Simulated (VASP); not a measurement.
**C: single point with PBEsol**

C:

```
CELL_PARAMETERS angstrom
0.00000 1.84798 1.70583
1.84798 0.00000 1.70583
1.84798 1.84798 0.00000
ATOMIC_POSITIONS crystal
C 0.50000 0.50000 0.50000
C 0.75000 0.75000 0.75000
```

This cell differs from its parent crystal: strain +0.040 along x and y, -0.040 along z.

| Quantity | Value |
| --- | --- |
| Program | VASP 6.6.1 |
| Task | single point |
| Functional | PBEsol |
| Potentials or basis | VASP PAW PBE potentials, release 64 (C) |
| Cutoff | 520 eV |
| k mesh | 12 × 12 × 12 |
| Occupations | gaussian, width 0.05 eV |
| Spin | no spin polarisation |

* Pressure: -14.8 GPa
* Band gap on the k mesh: 2.05 eV, indirect (least direct gap 4.16 eV)

Stress tensor (GPa, compression positive):
```
-36.57   0.00   0.00
  0.00 -36.57   0.00
  0.00   0.00  28.89
```

Levels at points of the mesh, in eV from the valence-band top:
```csv
k point,band 2,band 3,band 4,band 5,band 6,band 7
"(0.00, 0.00, 0.00)",-1.08,-1.08,0.00,4.16,5.12,5.12
"(0.50, 0.00, 0.00)",-13.88,-4.11,-2.81,6.40,7.20,9.17
"(0.50, 0.50, 0.00)",-12.47,-7.63,-7.63,2.63,2.63,15.87
"(0.50, 0.00, 0.50)",-13.70,-6.46,-6.46,4.48,4.48,15.22
```

Wall time 26 s on 1 thread of Intel Xeon 8259CL (shared host), peak memory 0.13 GiB.

Caveat: the cell differs from its parent crystal (strain +0.040 along x and y, -0.040 along z); the PAW data sets were made with another functional, which shifts forces and pressure a little. A k mesh can miss the band edges.
